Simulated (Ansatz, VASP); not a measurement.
AlN in VASP and in Ansatz

Contents of INCAR:

```
SYSTEM = AlN
PREC = Accurate ; ENCUT = 600
EDIFF = 1E-6 ; ISMEAR = 0
SIGMA = 0.1 ; LREAL = .FALSE.
LASPH = .TRUE. ; NELM = 120
ALGO = Normal ; ISIF = 2
LWAVE = .FALSE. ; LCHARG = .TRUE.
GGA = PS ; LELF = .TRUE.
LVHAR = .TRUE. ; NBANDS = 11
GGA_COMPAT = .FALSE.
```

Contents of KPOINTS:

```
Automatic mesh
0
G
  8 8 8
  0 0 0
```

POSCAR

```
AlN
1.0
    0.0000000000      2.1900000000      2.1900000000
    2.1900000000      0.0000000000      2.1900000000
    2.1900000000      2.1900000000      0.0000000000
Al N
1 1
Direct
    0.0000000000      0.0000000000      0.0000000000
    0.2500000000      0.2500000000      0.2500000000
```

Input for Ansatz:

```yaml
crystal:
  lattice:
    - [0.0, 2.19, 2.19]
    - [2.19, 0.0, 2.19]
    - [2.19, 2.19, 0.0]
  atoms:
    - { symbol: Al, position: [0.0, 0.0, 0.0] }
    - { symbol: "N", position: [0.25, 0.25, 0.25] }
basis:
  ecutwfc: 420
kpoints:
  mp_grid: { grid: [8, 8, 8] }
hamiltonian:
  xc: pbesol
  pseudopotentials: { kind: paw, azcp: { folder: soft_1 } }
scf:
  occupations: { method: gaussian, width: 0.1 }
output:
  forces: true
  stress: true
  eigenvalues: true
```

Alike in both runs: task single point; functional PBEsol; k mesh 8 × 8 × 8; occupations gaussian, width 0.1 eV; no spin polarisation.

```csv
,VASP,Ansatz
version,VASP 6.6.1,Ansatz 0.2.0
potentials or method,"VASP PAW PBE potentials, release 64 (Al, N), cutoff 600 eV","scalar-relativistic, plane waves, PAW"
valence electrons in the cell,8,8
```

Ansatz gave:

- gap on the k mesh at the Fermi level (eV): 3.19
- least direct gap on the mesh (eV): 4.04
- pressure (GPa): -0.4

Question: Which values does VASP return?

Answer: gap on the k mesh at the Fermi level (eV): 3.18; least direct gap on the mesh (eV): 4.06; pressure (GPa): -0.5.

VASP's potentials were made for PBE, not for PBEsol, and Ansatz warns of the same on its side.
